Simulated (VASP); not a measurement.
Wanted: the native input for a VASP 6.6.1 run.

```yaml
Task: single point
Functional: PBE
Potentials_or_basis: VASP PAW PBE potentials, release 64 (Si, P)
Cutoff: 520 eV
k_mesh: 1 × 1 × 1, shifted
Occupations: fermi-dirac, width 0.2585 eV
Spin: no spin polarisation
Dipole_correction: no
Further_INCAR_settings: LREAL = Auto; ALGO = Normal; EDIFF = 1e-07; NBANDS = 58; ISYM = 0
```

The structure of Si5P13 lies in POSCAR:

```
Si5P13
1.0
    7.0479230000      0.0446470000      0.1733930000
    0.0446470000      7.0511420000     -0.0312760000
    0.1733930000     -0.0312760000      7.0375900000
Si P
5 13
Direct
    0.7590509417      0.4101327466      0.5247340626
    0.4186956593      0.6693176055      0.7616697877
    0.1726414362      0.5075721625      1.2350145448
    0.4508099799      0.3735833218     -0.1021113908
    0.7950023453     -0.2305142928      0.4072278427
    0.7618319152      0.9012349922      0.7477111773
    0.5271013876      1.0264509812      0.5726473963
    0.3998136007      0.2482476677      0.2707837931
    0.6401096788      0.9984240013      0.0167344462
    0.0972701661      0.2699019115      0.4902968895
    0.1212871821      0.7760157352      0.4440865864
    0.1323663954      0.8394223126      0.7977262622
    0.9023670273      0.5034728453      0.0380645208
   -0.0155302214     -0.0505877220      0.2411884821
   -0.0217764767      0.5293772155      0.7375835606
    0.6733962497      0.3377626574      0.1278482647
    0.4717094638      0.5940064042      0.4646347720
    1.2794559431      1.0344413718      0.9778383628
```

One way to write it, as run:

INCAR

```
PREC = Accurate
ENCUT = 520
EDIFF = 1E-7
ISMEAR = -1
SIGMA = 0.2585
LREAL = Auto
LASPH = T
NELM = 100
ALGO = Normal
ISIF = 2
LWAVE = F
LCHARG = T
GGA = PE
LELF = T
LVHAR = T
ISYM = 0
NBANDS = 58
```

KPOINTS

```
Automatic mesh
0
Gamma
  1 1 1
  0.25 0.25 0.25
```

Potentials or basis: VASP PAW PBE potentials, release 64 (Si, P).

Command:

```sh
$ cat potpaw_PBE.64/Si/POTCAR potpaw_PBE.64/P/POTCAR > POTCAR
$ mpirun -np 1 vasp_std > vasp.out
```

Results of the run:

```
Pressure      : -1.2 GPa
Largest force : 2.300 eV/Å
```

Caveat: the k points lie up to 0.89 Å⁻¹ apart.

Run time: 39 s on 1 thread of Intel(R) Xeon(R) Platinum 8559C (Emerald Rapids), on a shared host, peak memory 0.39 GiB.
